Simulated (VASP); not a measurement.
# Cu5Si3: single point with PBE

Cu5Si3:

```
Cu Si
1.0
     6.70174    0.14726   -0.12417
     0.14726    6.77207    0.01660
    -0.12417    0.01660    6.89917
Cu Si
15 9
Direct
  0.33116 0.50858 0.92360
  0.86205 0.31244 0.78182
  0.53532 0.90013 0.08329
  0.70644 0.00095 0.57007
  0.20192 0.80701 0.19310
  0.52528 0.16812 0.83788
  0.61116 0.24890 0.23720
  0.98135 0.64615 0.89459
  0.26339 0.41382 0.30676
  0.88477 0.98303 0.95244
  0.95301 0.33091 0.11211
  0.24221 0.88485 0.82230
  0.25301 0.15807 0.06160
  0.57166 0.75399 0.74824
  0.51132 0.67793 0.38291
  0.83069 0.60847 0.55115
  0.57238 0.34268 0.55701
  0.21336 0.61982 0.59366
  0.38973 0.03241 0.38655
  0.20975 0.27731 0.69358
  0.87150 0.73084 0.20368
  0.90730 0.28718 0.44441
  0.05610 0.93543 0.48112
  0.66937 0.51418 0.00531
```

```
Program                : VASP 6.6.1
Task                   : single point
Functional             : PBE
Potentials or basis    : VASP PAW PBE potentials, release 64 (Cu, Si)
Cutoff                 : 520 eV
k mesh                 : 1 × 1 × 1, shifted
Occupations            : fermi-dirac, width 0.05 eV
Spin                   : no spin polarisation
Dipole correction      : no
Further INCAR settings : LREAL = Auto; ALGO = Normal; EDIFF = 1e-07; NBANDS = 118; ISYM = 0
```

| Property | Result |
| --- | --- |
| Pressure | 5.6 GPa |
| Largest force | 1.368 eV/Å |

Forces on the atoms (eV/Å):
```
Cu   0.078  0.421  0.857
Cu  -0.099 -0.363  0.045
Cu   0.674 -0.493  0.071
Cu   0.609  0.149 -0.412
Cu  -0.178 -0.500 -0.491
Cu   0.346 -0.201  0.442
Cu  -0.239  0.007 -0.898
Cu  -0.189 -0.595 -0.614
Cu  -0.096  0.149  0.382
Cu  -0.235  0.560  0.065
Cu  -0.098  0.440  0.615
Cu  -0.185  0.469 -0.147
Cu   0.138 -0.262 -0.284
Cu   0.180 -0.655  0.336
Cu   0.254 -0.138 -0.037
Si   0.561  0.999  0.378
Si  -0.497  0.753 -0.445
Si  -0.392  0.454 -0.314
Si  -0.238  0.052  0.306
Si  -0.383 -0.959 -0.300
Si  -0.664 -0.054  0.839
Si   1.028 -0.554 -0.714
Si  -0.210 -0.037  0.352
Si  -0.165  0.357 -0.032
```

Stress tensor (GPa, compression positive):
```
 7.42 -1.35 -4.45
-1.35  6.25 -2.83
-4.45 -2.83  2.99
```

Levels at points of the mesh, in eV from the Fermi level:
| k point | band 98 | band 99 | band 100 | band 101 | band 102 | band 103 |
| --- | --- | --- | --- | --- | --- | --- |
| (0.25, 0.25, 0.25) | -0.66 | -0.39 | -0.29 | 0.00 | 0.20 | 0.67 |

Run time: 4 min on 1 thread of AMD EPYC 7R13, on a shared host, peak memory 0.32 GiB.

Caveat: the k points lie up to 0.94 Å⁻¹ apart.
